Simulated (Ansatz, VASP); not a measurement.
# CsRb3 in VASP and in Ansatz

File INCAR:

```
SYSTEM = CsRb3
  ALGO = Fast
  EDIFF = 1E-6
  ENCUT = 520
  ISIF = 2
  ISMEAR = 0
  LASPH = .TRUE.
  LCHARG = .FALSE.
  LREAL = .FALSE.
  LWAVE = .FALSE.
  NBANDS = 26
  NELM = 60
  PREC = Accurate
  SIGMA = 0.1
```

The input KPOINTS:

```
k-points
0
G
  8 8 8
  0 0 0
```

File POSCAR:

```
CsRb3
1.0
   -3.7207337142      3.7207337142      7.9017681298
    3.7207337142     -3.7207337142      7.9017681298
    3.7207337142      3.7207337142     -7.9017681298
Cs Rb
1 3
Direct
    0.0000000000      0.0000000000      0.0000000000
    0.7500000000      0.2500000000      0.5000000000
    0.2500000000      0.7500000000      0.5000000000
    0.5000000000      0.5000000000      0.0000000000
```

Input for Ansatz:

```yaml
crystal:
  lattice:
    - [-3.7207337142, 3.7207337142, 7.9017681298]
    - [3.7207337142, -3.7207337142, 7.9017681298]
    - [3.7207337142, 3.7207337142, -7.9017681298]
  atoms:
    - { symbol: Cs, position: [0.0, 0.0, 0.0] }
    - { symbol: Rb, position: [0.75, 0.25, 0.5] }
    - { symbol: Rb, position: [0.25, 0.75, 0.5] }
    - { symbol: Rb, position: [0.5, 0.5, 0.0] }
basis:
  ecutwfc: 420
kpoints:
  mp_grid: { grid: [8, 8, 8] }
hamiltonian:
  xc: lda
scf:
  occupations: { method: gaussian, width: 0.1 }
output:
  forces: true
  stress: true
  eigenvalues: true
```

Alike in both runs: task single point; functional LDA; k mesh 8 × 8 × 8; occupations gaussian, width 0.1 eV; no spin polarisation.

|  | VASP | Ansatz |
| --- | --- | --- |
| version | VASP 6.6.1 | Ansatz 0.2.0 |
| potentials or method | VASP PAW LDA potentials, release 64 (Cs_sv, Rb_sv), cutoff 520 eV | scalar-relativistic, plane waves, PAW |
| valence electrons in the cell | 36 | 36 |

```csv
,VASP,Ansatz,Ansatz less VASP
gap on the k mesh at the Fermi level (eV),none,none,-
pressure (GPa),-0.6,-0.5,0.00
```

LDA's correlation is that of Perdew and Zunger in VASP and of Perdew and Wang (1992) in Ansatz. A gap of «none» marks a metal or a gap that the smearing closes.

Spin-orbit coupling is off throughout.
